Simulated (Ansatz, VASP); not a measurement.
**One calculation of GaN, two programs**

File INCAR:

```
SYSTEM = GaN
PREC     = Accurate       ! precision mode
ENCUT    = 520            ! plane-wave cutoff, eV
EDIFF    = 1E-7           ! SCF threshold, eV
ISMEAR   = -1             ! smearing method
SIGMA    = 0.1            ! smearing width, eV
LREAL    = .False.        ! projectors in reciprocal space
LASPH    = .True.         ! aspherical terms in the spheres
NELM     = 100            ! most SCF steps
ALGO     = Normal         ! electronic algorithm
ISIF     = 2              ! what is computed and relaxed
LWAVE    = .False.        ! write WAVECAR
LCHARG   = .False.        ! write CHGCAR
GGA      = PE             ! functional
NBANDS   = 26             ! bands
```

The input KPOINTS:

```
Automatic mesh
0
Gamma
  13 13 7
  0 0 0
```

Contents of POSCAR:

```
GaN
1.0
    3.1525518505      0.0000000000      0.0000000000
   -1.5762759253      2.7301899893      0.0000000000
    0.0000000000      0.0000000000      5.1356335932
Ga N
2 2
Direct
    0.3333333333      0.6666666667     -0.0002699952
    0.6666666667      0.3333333333      0.4997300048
    0.3333333333      0.6666666667      0.3762699952
    0.6666666667      0.3333333333      0.8762699952
```

Input for Ansatz:

```yaml
crystal:
  lattice:
    - [3.1525518505, 0.0, 0.0]
    - [-1.5762759253, 2.7301899893, 0.0]
    - [0.0, 0.0, 5.1356335932]
  atoms:
    - { symbol: Ga, position: [0.3333333333, 0.6666666667, -0.0002699952] }
    - { symbol: Ga, position: [0.6666666667, 0.3333333333, 0.4997300048] }
    - { symbol: "N", position: [0.3333333333, 0.6666666667, 0.3762699952] }
    - { symbol: "N", position: [0.6666666667, 0.3333333333, 0.8762699952] }
kpoints:
  mp_grid: { grid: [13, 13, 7] }
scf:
  occupations: { method: fermi_dirac, width: 0.1 }
hamiltonian:
  xc: pbe
  pseudopotentials: { kind: all_electron, lapw: { basis_error: 0.001 } }
output:
  forces: true
  stress: true
  eigenvalues: true
  populations: true
```

Change from the starting cell: volume scaled by 0.94, LAPW.

Alike in both runs: task single point; functional PBE; k mesh 13 × 13 × 7; occupations fermi-dirac, width 0.1 eV; no spin polarisation.

```csv
,VASP,Ansatz
version,VASP 6.6.1,Ansatz 0.2.0
potentials or method,"VASP PAW PBE potentials, release 64 (Ga_d, N), cutoff 520 eV","all-electron LAPW, scalar-relativistic"
```

```tsv
	VASP	Ansatz	Ansatz less VASP
pressure (GPa)	12.2	12.2	-0.07
traceless stress, the component that is largest in VASP (GPa)	0.07	0.04	-0.025
```

Ansatz ran all-electron here, and VASP with PAW potentials.
